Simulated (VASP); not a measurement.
Here is a VASP 6.6.1 calculation.

File INCAR:

```
SYSTEM = Li
  ALGO = Normal
  EDIFF = 1E-6
  EDIFFG = -0.02
  ENCUT = 600
  GGA = PS
  IBRION = 2
  ISIF = 3
  ISMEAR = -1
  LASPH = .True.
  LCHARG = .False.
  LREAL = .False.
  LWAVE = .False.
  NELM = 100
  NSW = 80
  PREC = Accurate
  PSTRESS = 400.0
  SIGMA = 0.1
```

File KPOINTS:

```
k-points
0
Gamma
  12 12 12
  0 0 0
```

Contents of POSCAR:

```
Li
1.0
    0.0000000000      3.0400000000      3.0400000000
    3.0400000000      0.0000000000      3.0400000000
    3.0400000000      3.0400000000      0.0000000000
Li
2
Direct
    0.0000000000      0.0000000000      0.0000000000
    0.2500000000      0.2500000000      0.2500000000
```

Potentials or basis: VASP PAW PBE potentials, release 64 (Li_sv).

Run with:

```console
$ cat potpaw_PBE.64/Li_sv/POTCAR > POTCAR
$ mpirun -np 1 vasp_std > vasp.out
```

Problem. Predict the relaxed volume.

Solution. 8.31 Å³/atom.

Problem. Predict the band gap on the k mesh.

Solution. Zero (bands 3 and 4 overlap by 0.51 eV).

Problem. What does it give for the relaxed cell?

Solution. a = 2.865 Å, b = 2.865 Å, c = 2.865 Å, α = 60.00°, β = 60.00°, γ = 60.00°.

Final structure:
```xyz
2
Lattice="0.0000 2.0257 2.0257 2.0257 0.0000 2.0257 2.0257 2.0257 0.0000" Properties=species:S:1:pos:R:3 pbc="T T T"
Li    0.0000    0.0000    0.0000
Li    1.0128    1.0128    1.0128
```

Caveat: the cutoff is under 1.25 times the usual one of these potentials, so pressure, stress and relaxed cells hold a basis-set (Pulay) error; the cell is relaxed towards a set pressure, so the run minimises the enthalpy, not the energy; the volume moved by over 15 % at a fixed basis, so the end points are rough; atoms lie so close that the PAW spheres overlap strongly, which falsifies energies and pressures; the PAW data sets were made with another functional, which shifts forces and pressure a little.
